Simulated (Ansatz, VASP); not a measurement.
## P in VASP and in Ansatz

```
P
1.0
     3.02800    0.00000    0.00000
    -1.51400    2.62232    0.00000
     0.00000    0.00000   28.00000
P
2
Direct
  0.33333 0.66667 0.53277
  0.66667 0.33333 0.46723
```

Alike in both runs: task single point; functional r2SCAN; k mesh 9 × 9 × 1; occupations gaussian, width 0.02 eV; no spin polarisation.

|  | VASP | Ansatz |
| --- | --- | --- |
| version | VASP 6.6.1 | Ansatz 0.2.0 |
| potentials or method | VASP PAW PBE potentials, release 64 (P), cutoff 520 eV | scalar-relativistic, plane waves, PAW |
| valence electrons in the cell | 10 | 10 |

```tsv
	VASP	Ansatz	Ansatz less VASP
gap on the k mesh at the Fermi level (eV)	none	none	-
rms of the force components (eV/Å)	1.571	1.562	-0.0096
```

VASP's potentials were made for PBE, not for r2SCAN. Atom by atom the forces differ by 0.010 eV/Å (rms over components). A gap of «none» marks a metal or a gap that the smearing closes.
